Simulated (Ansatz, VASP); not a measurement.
## One calculation of Ga, two programs

INCAR

```
PREC     = Accurate       # precision mode
ENCUT    = 600            # plane-wave cutoff, eV
EDIFF    = 1E-6           # SCF threshold, eV
ISMEAR   = 0              # smearing method
SIGMA    = 0.1            # smearing width, eV
LREAL    = F              # projectors in reciprocal space
LASPH    = T              # aspherical terms in the spheres
NELM     = 100            # most SCF steps
ALGO     = Fast           # electronic algorithm
ISIF     = 3              # what is computed and relaxed
LWAVE    = F              # write WAVECAR
LCHARG   = F              # write CHGCAR
GGA      = PS             # functional
IBRION   = 2              # ionic algorithm
NSW      = 90             # ionic steps
EDIFFG   = -0.04          # ionic threshold
```

KPOINTS

```
Automatic mesh
0
Gamma
  6 6 6
```

File POSCAR:

```
Ga
1.0
    1.8410551447      1.0629336834      3.4140160361
   -1.8410551447      1.0629336834      3.4140160361
    0.0000000000     -2.1258673668      3.4140160361
Ga
2
Direct
    0.2275400000      0.2275400000      0.2275400000
    0.7724600000      0.7724600000      0.7724600000
```

Input for Ansatz:

```yaml
crystal:
  lattice:
    - [1.8410551447, 1.0629336834, 3.4140160361]
    - [-1.8410551447, 1.0629336834, 3.4140160361]
    - [0.0, -2.1258673668, 3.4140160361]
  atoms:
    - { symbol: Ga, position: [0.22754, 0.22754, 0.22754] }
    - { symbol: Ga, position: [0.77246, 0.77246, 0.77246] }
basis:
  ecutwfc: 420
kpoints:
  mp_grid: { grid: [6, 6, 6] }
hamiltonian:
  xc: pbesol
scf:
  occupations: { method: gaussian, width: 0.1 }
  lower_state_search: "off"
output:
  forces: true
  stress: true
  eigenvalues: true
relax:
  adjacent_minimum: "off"
  f_tol: 0.04
  max_steps: 70
  cell: { stress_tol: 0.4 }
```

Alike in both runs: task relaxation of cell and atoms; functional PBEsol; k mesh 6 × 6 × 6; occupations gaussian, width 0.1 eV; no spin polarisation.

|  | VASP | Ansatz |
| --- | --- | --- |
| version | VASP 6.6.1 | Ansatz 0.2.0 |
| potentials or method | VASP PAW PBE potentials, release 64 (Ga_d), cutoff 600 eV | scalar-relativistic, plane waves, PAW |
| valence electrons in the cell | 26 | 26 |

|  | VASP | Ansatz | Ansatz less VASP |
| --- | --- | --- | --- |
| gap on the k mesh at the Fermi level, each at its own relaxed structure (eV) | none | none | - |
| relaxed volume (Å³/atom) | 19.01 | 18.27 | -0.741 |
| relaxed cell length with the largest relative difference (Å) | 3.896 | 4.135 | +0.2390 |

VASP's potentials were made for PBE, not for PBEsol. A gap of «none» marks a metal or a gap that the smearing closes. One of these differences is far larger than is usual between the two programs; its cause wasn't traced.
